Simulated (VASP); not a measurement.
BN: single point with r2SCAN

The system is BN.

```
CELL_PARAMETERS angstrom
0.00000 1.84856 1.84856
1.84856 0.00000 1.84856
1.84856 1.84856 0.00000
ATOMIC_POSITIONS crystal
N 0.25000 0.25000 0.25000
B 0.00000 0.00000 0.00000
```

| Property | Result |
| --- | --- |
| Program | VASP 6.6.1 |
| Task | single point |
| Functional | r2SCAN |
| Potentials or basis | VASP PAW PBE potentials, release 64 (N, B) |
| Cutoff | 660 eV |
| k mesh | 13 × 13 × 13 |
| Occupations | fermi-dirac, width 0.05 eV |
| Spin | no spin polarisation |
| Dipole correction | no |
| Further INCAR settings | ALGO = Normal; EDIFF = 1e-06; NBANDS = 11 |

| Property | Result |
| --- | --- |
| Pressure | -23.7 GPa |
| Band gap on the k mesh | 4.96 eV (least direct gap 9.20 eV) |

Levels at points of the mesh, in eV from the valence-band top:
| k point | band 1 | band 2 | band 3 | band 4 | band 5 | band 6 | band 7 | band 8 | band 9 |
| --- | --- | --- | --- | --- | --- | --- | --- | --- | --- |
| (0.00, 0.00, 0.00) | -20.53 | 0.00 | 0.00 | 0.00 | 9.20 | 9.20 | 9.20 | 9.93 | 24.83 |

Wall time 27 s on 1 thread of Intel(R) Xeon(R) Platinum 8488C (Sapphire Rapids), on a shared host, peak memory 0.14 GiB.

Caveat: the cell stands under tension; the PAW data sets were made with another functional, which shifts forces and pressure a little; an odd mesh through Γ misses points on the zone boundary, where band edges can lie.
